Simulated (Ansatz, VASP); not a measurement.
**Ga in VASP and in Ansatz**

```
Ga
1.0
     2.76241    0.00000    0.00000
     0.00000    2.76241    0.00000
     0.00000    0.00000    2.76241
Ga
1
Direct
  0.00000 0.00000 0.00000
```

Alike in both runs: task single point; functional RPBE; k mesh 13 × 13 × 13; occupations fermi-dirac, width 0.1 eV; no spin polarisation.

```csv
,VASP,Ansatz
version,VASP 6.6.1,Ansatz 0.2.0
potentials or method,"VASP PAW PBE potentials, release 64 (Ga_d), cutoff 520 eV","plane waves (420 eV) with PAW, scalar-relativistic"
valence electrons in the cell,13,13
```

Ansatz gave:

| Quantity | Value |
| --- | --- |
| pressure (GPa) | -0.3 |

Task: Which values does VASP return?

Result: Pressure (GPa): -0.1.

VASP's potentials were made for PBE, not for RPBE. The functional is the same, so the differences come from potentials, cutoffs and numerics.
